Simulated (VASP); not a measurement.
# Al in VASP: further runs, part 2 of 2

VASP 6.6.1. The steps go on from the part before.

### 4 Electric field gradients, r2SCAN (xy shear strain of +4 %)

POSCAR reads:

```
Al
1.0
   -1.5593943162      1.5593943162      1.5912186900
    1.5593943162     -1.5593943162      1.5912186900
    1.6230430638      1.6230430638     -1.5912186900
Al
1
Direct
    0.0000000000      0.0000000000      0.0000000000
```

INCAR.step1 reads:

```
SYSTEM = Al
PREC = Accurate
ENCUT = 520
ISMEAR = -1
SIGMA = 0.08
LREAL = .FALSE.
LASPH = .TRUE.
NELM = 100
NBANDS = 8
GGA = PE
ALGO = Normal
EDIFF = 1E-4
LWAVE = .TRUE.
LCHARG = .FALSE.
```

INCAR.step2 reads:

```
SYSTEM = Al
PREC = Accurate
ENCUT = 520
EDIFF = 1E-8
ISMEAR = -1
SIGMA = 0.08
LREAL = .FALSE.
LASPH = .TRUE.
NELM = 100
ALGO = Normal
ISIF = 2
LWAVE = .FALSE.
LCHARG = .FALSE.
METAGGA = R2SCAN
LMIXTAU = .TRUE.
LEFG = .TRUE.
NBANDS = 8
ISTART = 1
```

KPOINTS reads:

```
regular mesh
0
G
  18 18 18
  0 0 0
```

Potentials or basis: VASP PAW PBE potentials, release 64 (Al).

The run is started by

```console
> cat potpaw_PBE.64/Al/POTCAR > POTCAR
> cp INCAR.step1 INCAR
> mpirun -np 1 vasp_std > vasp.out
> cp INCAR.step2 INCAR
> mpirun -np 1 vasp_std > vasp.out
```

OUTCAR:

```text
SYSTEM = Al
   PREC = Accurate
   ENCUT = 520
   EDIFF = 1E-8
   ISMEAR = -1
   LREAL = .FALSE.
   LASPH = .TRUE.
   NELM = 100
   ISIF = 2
   METAGGA = R2SCAN
   ISTART = 1

 ion  position               nearest neighbor table
   1  0.000  0.000  0.000-

  LATTYP: Found a face centered orthorhombic cell.
 ALAT       =     3.1824373800
 B/A-ratio  =     1.3859292911
 C/A-ratio  =     1.4424978336

  Lattice vectors:

 A1 = (   3.1824373800,   0.0636487476,   0.0000000000)
 A2 = (   1.6230430638,   1.6230430638,   1.5912186900)
 A3 = (   1.5593943162,  -1.5593943162,   1.5912186900)

Analysis of symmetry for initial positions (statically):
=====================================================================
 Subroutine PRICEL returns:
 Original cell was already a primitive cell.

 Routine SETGRP: Setting up the symmetry group for a
 face centered orthorhombic supercell.

 Subroutine GETGRP returns: Found  8 space group operations
 (whereof  8 operations were pure point group operations)
 out of a pool of  8 trial point group operations.

The static configuration has the point symmetry D_2h.

Analysis of symmetry for dynamics (positions and initial velocities):
=====================================================================
 Subroutine PRICEL returns:
 Original cell was already a primitive cell.

 Routine SETGRP: Setting up the symmetry group for a
 face centered orthorhombic supercell.

 Subroutine GETGRP returns: Found  8 space group operations
 (whereof  8 operations were pure point group operations)
 out of a pool of  8 trial point group operations.

The dynamic configuration has the point symmetry D_2h.

 Subroutine INISYM returns: Found  8 space group operations
 (whereof  8 operations are pure point group operations),
 and found     1 'primitive' translations

----------------------------------------------------------------------------------------

                                     Primitive cell

  volume of cell :      16.1093

  direct lattice vectors                    reciprocal lattice vectors
    -1.559394316  1.559394316  1.591218690    -0.006287006  0.314350305  0.314224565
     1.559394316 -1.559394316  1.591218690     0.314350305 -0.006287006  0.314224565
     1.623043064  1.623043064 -1.591218690     0.308063299  0.308063299  0.000000000

  length of vectors
     2.719448140  2.719448140  2.792940116     0.444514024  0.444514024  0.435667295

  position of ions in fractional coordinates (direct lattice)
     0.000000000  0.000000000  0.000000000

  ion indices of the primitive-cell ions
   primitive index   ion index
                 1           1

----------------------------------------------------------------------------------------

 KPOINTS: regular mesh

Automatic generation of k-mesh.
 Grid dimensions read from file:
 generate k-points for:   18   18   18

[... 68 lines left out ...]
   NFREE  =      0    steps in history (QN), initial steepest desc. (CG)
   ISIF   =      2    stress and relaxation
   ISYM   =      2    0-nonsym 1-usesym 2-fastsym
   POTIM  = 0.5000    time-step for ionic-motion
   TEBEG  =    0.0;   TEEND  =   0.0 temperature during run
   PSTRESS=    0.0 pullay stress
   NELECT =       3.0000    total number of electrons
   NUPDOWN=      -1.0000    fix difference up-down
   EMIN   =  10.00;   EMAX   =-10.00  energy-range for DOS
   EFERMI =   0.00;   METHOD = LEGACY
   ISMEAR =    -1;   SIGMA  =   0.08  broadening in eV -4-tet -1-fermi 0-gaus
   EFERMI_NEDOS =   21; number of points for ismear=-14 and -15
   IALGO  =     38    algorithm
   IMIX   =      4    mixing-type and parameters
     AMIX     =   0.40;   BMIX     =  1.00
     AMIX_MAG =   1.60;   BMIX_MAG =  1.00
  volume/ion in A,a.u.               =      16.11       108.71
  Fermi-wavevector in a.u.,A,eV,Ry     =   0.934882  1.766670 11.891542  0.874004
  Thomas-Fermi vector in A             =   2.061732
   LORBIT       =      0    0 simple, 1 ext, 2 COOP (PROOUT), +10 PAW based schemes
   METAGGA = R2SCAN    functional components
   LHFCALC =     F    Hartree Fock is set to
   AEXX    =    0.0000 exact exchange contribution
   IVDW    =     0    specifies the selected vdW correction
   LEPSILON=     F    determine dielectric tensor
   LRPA    =     F    only Hartree local field effects (RPA)
 non-spin polarized calculation
  energy-cutoff  :      520.00
  volume of cell :       16.11
 maximum number of plane-waves:       446
   NGX = 11   NGY = 11   NGZ = 11

 number of electron       3.0000000 magnetization

 Free energy of the ion-electron system (eV)
  ---------------------------------------------------
  ext. energy  EPLUGINS =         0.00000000
  ---------------------------------------------------
  free energy    TOTEN  =        -6.62435530 eV

  energy without entropy =       -6.61655073  energy(sigma->0) =       -6.62045301

 E-fermi :   8.2939     XC(G=0): -11.0106

 val. band max:        8.2894267433   @ k =  -0.3333  -0.3889   0.1111
 cond. band min:       8.2961591661   @ k =  -0.3333   0.3889   0.4444
 fundamental gap:      0.0067324228
 Fermi energy:         8.2939437157

 k-point     1 :       0.0000    0.0000    0.0000
  band No.  band energies     occupation
      1      -3.7474      2.00000
      2      22.1700      0.00000
      3      22.2458      0.00000
      4      22.7834      0.00000
      5      23.8942      0.00000
      6      24.5848      0.00000
      7      25.0053      0.00000
      8      25.7520      0.00000
[... 243 lines left out ...]
 k-point    24 :      -0.2222    0.0556    0.0000
  band No.  band energies     occupation
      1      -2.4888      2.00000
      2      15.3346      0.00000
      3      18.7455      0.00000
      4      19.4748      0.00000
      5      21.6769      0.00000
      6      23.6714      0.00000
      7      25.6140      0.00000
      8      27.6609      0.00000

 [... further k-points ...]

------------------------ aborting loop because EDIFF is reached ----------------------------------------

  FORCE on cell =-STRESS in cart. coord.  units (eV):
  Direction    XX          YY          ZZ          XY          YZ          ZX
  --------------------------------------------------------------------------------------
  -------------------------------------------------------------------------------------
  Total        0.0423586      0.0423586      0.0101543     -0.2626095      0.0000000      0.0000000
  in kB        4.2128573      4.2128573      1.0099143    -26.1183131      0.0000000      0.0000000
  external PRESSURE =       3.1452096 kB  Pullay stress =       0.0000000 kB

 VOLUME and BASIS-vectors are now :
 -----------------------------------------------------------------------------
  energy-cutoff  :      520.00
  volume of cell :       16.11
      direct lattice vectors                 reciprocal lattice vectors
    -1.559394316  1.559394316  1.591218690    -0.006287006  0.314350305  0.314224565
     1.559394316 -1.559394316  1.591218690     0.314350305 -0.006287006  0.314224565
     1.623043064  1.623043064 -1.591218690     0.308063299  0.308063299  0.000000000

 POSITION                                       TOTAL-FORCE (eV/Angst)
 -----------------------------------------------------------------------------------
      0.00000      0.00000      0.00000        -0.000000      0.000000      0.000000
 -----------------------------------------------------------------------------------
    total drift:                                0.000000     -0.000000     -0.000000

  FREE ENERGIE OF THE ION-ELECTRON SYSTEM (eV)
  ---------------------------------------------------
  free  energy   TOTEN  =        -6.6243552993 eV

  energy  without entropy=       -6.6165507259  energy(sigma->0) =       -6.62045301

 Electric field gradients (V/A^2)
---------------------------------------------------------------------
 ion       V_xx      V_yy      V_zz      V_xy      V_xz      V_yz
---------------------------------------------------------------------
   1      -0.027    -0.027     0.054     4.328    -0.000    -0.000
---------------------------------------------------------------------

 Electric field gradients after diagonalization (V/A^2)
 (convention: |V_zz| > |V_xx| > |V_yy|)
----------------------------------------------------------------------
 ion       V_xx      V_yy      V_zz     asymmetry (V_yy - V_xx)/ V_zz
----------------------------------------------------------------------
   1       4.301     0.054    -4.355       0.975
----------------------------------------------------------------------

           NMR quadrupolar parameters

 Cq : quadrupolar parameter    Cq=e*Q*V_zz/h
 eta: asymmetry parameters     (V_yy - V_xx)/ V_zz
 Q  : nuclear electric quadrupole moment in mb (millibarn)
----------------------------------------------------------------------
 ion       Cq(MHz)       eta       Q (mb)
----------------------------------------------------------------------
   1      -0.011       0.975       1.000
----------------------------------------------------------------------
```

OSZICAR.step1:

```text
N       E                     dE             d eps       ncg     rms          rms(c)
DAV:   1    -0.227250414147E+01   -0.22725E+01   -0.87363E+02 13904   0.206E+02
DAV:   2    -0.365980255138E+01   -0.13873E+01   -0.13305E+01 19416   0.188E+01
DAV:   3    -0.366654935040E+01   -0.67468E-02   -0.67441E-02 16904   0.145E+00
DAV:   4    -0.366656674830E+01   -0.17398E-04   -0.17397E-04 20488   0.660E-02
DAV:   5    -0.366656681093E+01   -0.62634E-07   -0.62015E-07 17096   0.260E-03    0.129E+00
DAV:   6    -0.365177604191E+01    0.14791E-01   -0.18638E-03 15544   0.195E-01    0.745E-01
DAV:   7    -0.364148209170E+01    0.10294E-01   -0.55681E-03 15312   0.317E-01    0.144E-01
DAV:   8    -0.364147561595E+01    0.64757E-05   -0.21111E-05 17728   0.313E-02
   1 F= -.36414756E+01 E0= -.36372444E+01  d E =-.846234E-02
```

It took 4 min on 1 thread of Intel Xeon Platinum 8375C at 2.90GHz (Ice Lake), shared host; peak memory 0.21 GiB.

What came out:

```yaml
Free_energy: -6.6244 eV
Pressure: 0.3 GPa
Band_gap_on_the_k_mesh: zero (an odd number of electrons rules out a gap without spin polarisation)
Largest_electric_field_gradient_by_atom: Al -4.4 V/Å²
```

Stress tensor (GPa, compression positive):
```
 0.42 -2.61  0.00
-2.61  0.42  0.00
 0.00  0.00  0.10
```

Levels at points of the mesh, in eV from the Fermi level:
| k point | band 1 | band 2 | band 3 | band 4 | band 5 |
| --- | --- | --- | --- | --- | --- |
| (0.00, 0.00, 0.00) | -12.04 | 13.88 | 13.95 | 14.49 | 15.60 |
| (0.50, 0.00, 0.00) | -4.82 | -4.04 | 8.66 | 8.83 | 11.01 |
| (0.50, 0.50, 0.00) | -4.61 | -3.64 | 8.59 | 8.62 | 10.59 |
| (0.00, 0.00, 0.50) | -5.01 | -4.44 | 8.83 | 9.43 | 11.02 |
| (0.50, 0.50, 0.50) | 1.85 | 2.03 | 2.26 | 2.92 | 2.94 |

Electric field gradients, principal values (V/Å²):
```
atom  least  middle  greatest (by size)
1 Al  0.054   4.301              -4.355
```

Caveat: the cell differs from its parent crystal (xy shear strain of +4 %); without QUAD_EFG the Cq values of the log hold for a quadrupole moment of 1 mb, not for the nuclei; the PAW data sets were made with another functional, which shifts forces and pressure a little.

The gap in the log of VASP goes by the Fermi energy; the results here count the filled bands.